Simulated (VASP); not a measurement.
Here is a VASP 6.6.1 calculation.

File POSCAR:

```
NaH
1.0
    2.9551240000      0.0000000000      0.0000000000
    0.0000000000      2.9551240000      0.0000000000
    0.0000000000      0.0000000000      2.9551240000
Na H
1 1
Direct
    0.0000000000      0.0000000000      0.0000000000
    0.5000000000      0.5000000000      0.5000000000
```

INCAR.step1

```
GGA = PS ; ISMEAR = 0
SIGMA = 0.03 ; LWAVE = F
LCHARG = T ; NBANDS = 20
PREC = Accurate ; LASPH = T
LREAL = F ; ALGO = Normal
EDIFF = 1E-6 ; NELM = 120
GGA_COMPAT = F ; ENCUT = 520
EFERMI = MIDGAP
```

The input KPOINTS.step1:

```
k-points
0
Gamma
  8 8 8
```

File INCAR.step2:

```
GGA = PS ; ISMEAR = -5
LWAVE = F ; LCHARG = F
NBANDS = 20 ; PREC = Accurate
LASPH = T ; LREAL = F
ALGO = Normal ; EDIFF = 1E-6
NELM = 120 ; GGA_COMPAT = F
ENCUT = 520 ; EFERMI = MIDGAP
NEDOS = 4001 ; LORBIT = 11
EMIN = -15.225 ; EMAX = 9.775
ICHARG = 11
```

Contents of KPOINTS.step2:

```
Automatic mesh
0
Gamma
  27 27 27
  0 0 0
```

Potentials or basis: VASP PAW PBE potentials, release 64 (Na_pv, H).

Command:

```console
$ cat potpaw_PBE.64/Na_pv/POTCAR potpaw_PBE.64/H/POTCAR > POTCAR
$ cp INCAR.step1 INCAR
$ cp KPOINTS.step1 KPOINTS
$ mpirun -np 1 vasp_std > vasp.out
$ cp INCAR.step2 INCAR
$ cp KPOINTS.step2 KPOINTS
$ mpirun -np 1 vasp_std > vasp.out
```

(1) Estimate the band gap on the k mesh.

Answers

(1) 0.86 eV (least direct gap 4.36 eV).

Caveat: an odd mesh through Γ misses points on the zone boundary, where band edges can lie.
